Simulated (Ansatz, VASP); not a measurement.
Te: VASP beside Ansatz

Contents of INCAR:

```
SYSTEM = Te
PREC = Accurate
ENCUT = 520
EDIFF = 1E-8
ISMEAR = -1
SIGMA = 0.05
LREAL = .FALSE.
LASPH = .TRUE.
NELM = 80
ALGO = Normal
ISIF = 2
LWAVE = .FALSE.
LCHARG = .FALSE.
GGA = PE
LEFG = .TRUE.
NBANDS = 9
```

File KPOINTS:

```
Automatic mesh
0
G
  14 14 14
  0 0 0
```

The input POSCAR:

```
Te
1.0
    0.0000000000      2.4170804638      2.4170804638
    2.4170804638      0.0000000000      2.4170804638
    2.4170804638      2.4170804638      0.0000000000
Te
1
Direct
    0.0000000000      0.0000000000      0.0000000000
```

Input for Ansatz:

```yaml
crystal:
  lattice:
    - [0.0, 2.4170804638, 2.4170804638]
    - [2.4170804638, 0.0, 2.4170804638]
    - [2.4170804638, 2.4170804638, 0.0]
  atoms:
    - { symbol: Te, position: [0.0, 0.0, 0.0] }
kpoints:
  mp_grid: { grid: [14, 14, 14] }
  band_path:
    path:
      - [0.0, 0.0, 0.0]
      - [0.5, 0.0, 0.5]
      - [0.625, 0.25, 0.625]
      - [0.375, 0.375, 0.75]
      - [0.0, 0.0, 0.0]
      - [0.5, 0.5, 0.5]
      - [0.5, 0.25, 0.75]
      - [0.5, 0.0, 0.5]
    npoints: 8
scf:
  occupations: { method: fermi_dirac, width: 0.05 }
hamiltonian:
  xc: pbe
  pseudopotentials: { kind: paw }
output:
  forces: true
  stress: true
  eigenvalues: true
  efg: { contact_densities: true }
  populations: true
  bader: true
  dos: { projected: true, de: 0.2, e_range: [-14, 8] }
```

Alike in both runs: task electric field gradients; functional PBE; k mesh 14 × 14 × 14; occupations fermi-dirac, width 0.05 eV; no spin polarisation.

|  | VASP | Ansatz |
| --- | --- | --- |
| version | VASP 6.6.1 | Ansatz 0.2.0 |
| potentials or method | VASP PAW PBE potentials, release 64 (Te) | PAW with Ansatz's default frozen-core files, scalar-relativistic |
| plane-wave cutoff (eV) | 520 | 420 |
| valence electrons in the cell | 6 | 16 |

|  | VASP | Ansatz | Ansatz less VASP |
| --- | --- | --- | --- |
| pressure (GPa) | -0.1 | 0.0 | +0.10 |

The functional is the same, so the differences come from potentials, cutoffs and numerics. VASP's potentials hold 6 valence electrons a cell and Ansatz's 16, so a difference there can come from the potentials and not from the codes.

Neither program's run includes spin-orbit coupling.
